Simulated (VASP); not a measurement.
Wanted: the native input for a VASP 6.6.1 run.

```yaml
Task: single point
Functional: r2SCAN
Potentials_or_basis: VASP PAW PBE potentials, release 64 (Hf_pv, O)
Cutoff: 520 eV
k_mesh: 8 × 8 × 8
Occupations: gaussian, width 0.05 eV
Spin: no spin polarisation
Dipole_correction: no
Further_INCAR_settings: ALGO = Normal; EDIFF = 1e-06; NBANDS = 18
```

The system is HfO2.

```
Hf O
1.0
     0.00000    2.49356    2.49356
     2.49356    0.00000    2.49356
     2.49356    2.49356    0.00000
Hf O
1 2
Direct
  0.00000 0.00000 0.00000
  0.25000 0.25000 0.25000
  0.75000 0.75000 0.75000
```

This cell differs from its parent crystal: strain -0.025 along x and y, -0.025 along z.

One way to write it, as run:

POSCAR

```
HfO2
1.0
    0.0000000000      2.4935625000      2.4935625000
    2.4935625000      0.0000000000      2.4935625000
    2.4935625000      2.4935625000      0.0000000000
Hf O
1 2
Direct
    0.0000000000      0.0000000000      0.0000000000
    0.2500000000      0.2500000000      0.2500000000
    0.7500000000      0.7500000000      0.7500000000
```

INCAR.step1

```
SYSTEM = HfO2
PREC     = Accurate       ! precision mode
ENCUT    = 520            ! plane-wave cutoff, eV
ISMEAR   = 0              ! smearing method
SIGMA    = 0.05           ! smearing width, eV
LREAL    = .False.        ! projectors in reciprocal space
LASPH    = .True.         ! aspherical terms in the spheres
NELM     = 60             ! most SCF steps
NBANDS   = 18             ! bands
GGA      = PE             ! functional
ALGO     = Normal         ! electronic algorithm
EDIFF    = 1E-4           ! SCF threshold, eV
LWAVE    = .True.         ! write WAVECAR
LCHARG   = .False.        ! write CHGCAR
```

INCAR.step2

```
SYSTEM = HfO2
PREC     = Accurate       ! precision mode
ENCUT    = 520            ! plane-wave cutoff, eV
EDIFF    = 1E-6           ! SCF threshold, eV
ISMEAR   = 0              ! smearing method
SIGMA    = 0.05           ! smearing width, eV
LREAL    = .False.        ! projectors in reciprocal space
LASPH    = .True.         ! aspherical terms in the spheres
NELM     = 60             ! most SCF steps
ALGO     = Normal         ! electronic algorithm
ISIF     = 2              ! what is computed and relaxed
LWAVE    = .False.        ! write WAVECAR
LCHARG   = .False.        ! write CHGCAR
METAGGA  = R2SCAN         ! meta-GGA
LMIXTAU  = .True.       
NBANDS   = 18             ! bands
ISTART   = 1
```

KPOINTS

```
regular mesh
0
Gamma
  8 8 8
  0 0 0
```

Potentials or basis: VASP PAW PBE potentials, release 64 (Hf_pv, O).

Run with:

```bash
$ cat potpaw_PBE.64/Hf_pv/POTCAR potpaw_PBE.64/O/POTCAR > POTCAR
$ cp INCAR.step1 INCAR
$ mpirun -np 1 vasp_std > vasp.out
$ cp INCAR.step2 INCAR
$ mpirun -np 1 vasp_std > vasp.out
```

Results of the run:

```
Pressure               : 8.2 GPa
Band gap on the k mesh : 4.44 eV, direct
```

Caveat: the cell differs from its parent crystal (strain -0.025 along x and y, -0.025 along z); the PAW data sets were made with another functional, which shifts forces and pressure a little; spin-orbit coupling is left out, which moves the levels of the heavy elements.

Run time: 62 s on 1 thread of Intel(R) Xeon(R) Platinum 8259CL CPU @ 2.50GHz (Skylake/Cascade Lake), on a shared host, peak memory 0.17 GiB.
